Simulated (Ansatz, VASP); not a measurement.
**TaN: VASP beside Ansatz**

```
Ta N
1.0
     3.03980    0.00000    0.00000
    -1.51990    2.63254    0.00000
     0.00000    0.00000    4.92348
Ta N
2 2
Direct
  0.33333 0.66667 0.00000
  0.66667 0.33333 0.50000
  0.33333 0.66667 0.38500
  0.66667 0.33333 0.88500
```

Change from the starting cell: volume scaled by 0.99.

Alike in both runs: task single point; functional PBE; k mesh 9 × 9 × 5; occupations fermi-dirac, width 0.01 eV; no spin polarisation.

|  | VASP | Ansatz |
| --- | --- | --- |
| version | VASP 6.6.1 | Ansatz 0.2.0 |
| potentials or method | VASP PAW PBE potentials, release 64 (Ta_pv, N), cutoff 520 eV | all-electron LAPW, scalar-relativistic |

```csv
,VASP,Ansatz,Ansatz less VASP
pressure (GPa),148.0,142.3,-5.67
"traceless stress, the component that is largest in VASP (GPa)",-17.59,-16.90,+0.688
rms of the force components (eV/Å),1.380,1.348,-0.0317
```

Atom by atom the forces differ by 0.032 eV/Å (rms over components). Both programs put the cell under a high pressure, so it lies far from rest at this level. Ansatz ran all-electron here, and VASP with PAW potentials.

Neither program's run includes spin-orbit coupling. Noted on VASP's run: the cell as given lies far from equilibrium.
